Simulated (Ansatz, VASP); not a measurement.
# One calculation of BP2, two programs

```
CELL_PARAMETERS angstrom
0.00000 2.64012 2.64012
2.64012 0.00000 2.64012
2.64012 2.64012 0.00000
ATOMIC_POSITIONS crystal
B 0.00000 0.00000 0.00000
P 0.25000 0.25000 0.25000
P 0.75000 0.75000 0.75000
```

Alike in both runs: functional PBE; k mesh 16 × 16 × 16; occupations gaussian, width 0.1 eV; no spin polarisation.

Ansatz relaxed the structure, and its values are those at the end. VASP's run is a single point on that final structure, the one shown.

```csv
,VASP,Ansatz
version,VASP 6.6.1,Ansatz 0.2.0
potentials or method,"VASP PAW PBE potentials, release 64 (B, P), cutoff 520 eV","scalar-relativistic, plane waves, PAW"
valence electrons in the cell,13,13
```

|  | VASP | Ansatz | Ansatz less VASP |
| --- | --- | --- | --- |
| gap on the k mesh at the Fermi level (eV) | none | none | - |
| pressure (GPa) | -0.2 | 0.0 | +0.19 |

A gap of «none» marks a metal or a gap that the smearing closes. The functional is the same, so the differences come from potentials, cutoffs and numerics.
